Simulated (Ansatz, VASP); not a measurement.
Two plane-wave programs on KI

```
CELL_PARAMETERS angstrom
0.00000 3.52455 3.52455
3.52455 0.00000 3.52455
3.52455 3.52455 0.00000
ATOMIC_POSITIONS crystal
K 0.00000 0.00000 0.00000
I 0.50000 0.50000 0.50000
```

Alike in both runs: task single point; functional LDA; k mesh 6 × 6 × 6; occupations gaussian, width 0.05 eV; no spin polarisation.

```csv
,VASP,Ansatz
version,VASP 6.6.1,Ansatz 0.2.0
potentials or method,"VASP PAW LDA potentials, release 64 (K_sv, I), cutoff 500 eV","scalar-relativistic, plane waves, PAW"
valence electrons in the cell,16,26
```

```csv
,VASP,Ansatz,Ansatz less VASP
gap on the k mesh at the Fermi level (eV),3.63,3.62,-0.009
least direct gap on the mesh (eV),3.63,3.62,-0.009
pressure (GPa),-1.2,-1.2,-0.02
```

LDA's correlation is that of Perdew and Zunger in VASP and of Perdew and Wang (1992) in Ansatz. VASP's potentials hold 16 valence electrons a cell and Ansatz's 26, so a difference there can come from the potentials and not from the codes.

Spin-orbit coupling is off throughout.
